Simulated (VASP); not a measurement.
# Ce: single point with PBEsol

The system is Ce.

```
CELL_PARAMETERS angstrom
0.00783 2.56770 2.60949
2.53908 0.01088 2.60645
2.56842 2.59400 -0.01847
ATOMIC_POSITIONS crystal
Ce 0.99513 0.99997 0.99248
```

This cell differs from its parent crystal: the cell strained at random.

```
Program                : VASP 6.6.1
Task                   : single point
Functional             : PBEsol
Potentials or basis    : VASP PAW PBE potentials, release 64 (Ce)
Cutoff                 : 520 eV
k mesh                 : 9 × 9 × 9
Occupations            : fermi-dirac, width 0.05 eV
Spin                   : collinear spin, ferromagnetic start
Starting moments       : [1.0] μB
Dipole correction      : no
Further INCAR settings : ALGO = Fast; EDIFF = 1e-06; NBANDS = 16
```

| Property | Result |
| --- | --- |
| Pressure | -7.8 GPa |
| Net moment | 0.74 μB per cell |
| Site moments | Ce +0.61 μB |
| Valence electrons inside the program's atomic spheres | Ce 9.63 |

Stress tensor (GPa, compression positive):
```
-7.54 -0.35  0.19
-0.35 -7.77  0.12
 0.19  0.12 -8.13
```

Levels at points of the mesh, in eV from the Fermi level:
Spin up:
```
           k point  band 3  band 4  band 5  band 6  band 7  band 8  band 9  band 10
(0.00, 0.00, 0.00)  -16.79  -16.77   -3.41   -0.22    0.11    0.13    0.16     0.64
```
Spin down:
| k point | band 2 | band 3 | band 4 | band 5 | band 6 | band 7 | band 8 | band 9 | band 10 | band 11 |
| --- | --- | --- | --- | --- | --- | --- | --- | --- | --- | --- |
| (0.00, 0.00, 0.00) | -16.57 | -16.54 | -16.52 | -3.21 | 0.24 | 0.54 | 0.55 | 0.57 | 0.94 | 0.94 |

Run time: 14 min on 1 thread of Intel(R) Xeon(R) Platinum 8259CL CPU @ 2.50GHz (Skylake/Cascade Lake), with other jobs on the host, peak memory 0.45 GiB.

Caveat: the cell differs from its parent crystal (the cell strained at random); the magnetic or orbital state may not be the lowest; the cell stands under tension; the PAW data sets were made with another functional, which shifts forces and pressure a little; spin-orbit coupling is left out, which moves the levels of the heavy elements; semilocal functionals describe open f shells poorly, which spoils levels, moments and volumes. The state reached can hang on the start; a lower one may exist.
